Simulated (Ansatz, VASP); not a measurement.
**Ge in VASP and in Ansatz**

```
CELL_PARAMETERS angstrom
1.96160 -4.94347 0.00000
1.96160 4.94347 0.00000
0.00000 0.00000 3.86167
ATOMIC_POSITIONS crystal
Ge 0.67201 0.32799 0.50000
Ge 0.32799 0.67201 0.50000
Ge 0.50000 0.50000 0.00000
```

Alike in both runs: functional PBE; k mesh 12 × 12 × 12; occupations gaussian, width 0.1 eV; no spin polarisation.

Ansatz relaxed the structure, and its values are those at the end. VASP's run is a single point on that final structure, the one shown.

|  | VASP | Ansatz |
| --- | --- | --- |
| version | VASP 6.6.1 | Ansatz 0.2.0 |
| potentials or method | VASP PAW PBE potentials, release 64 (Ge_d), cutoff 520 eV | scalar-relativistic, plane waves, PAW |
| valence electrons in the cell | 42 | 42 |

```csv
,VASP,Ansatz,Ansatz less VASP
gap on the k mesh at the Fermi level (eV),none,none,-
pressure (GPa),0.0,0.0,+0.02
```

A gap of «none» marks a metal or a gap that the smearing closes.
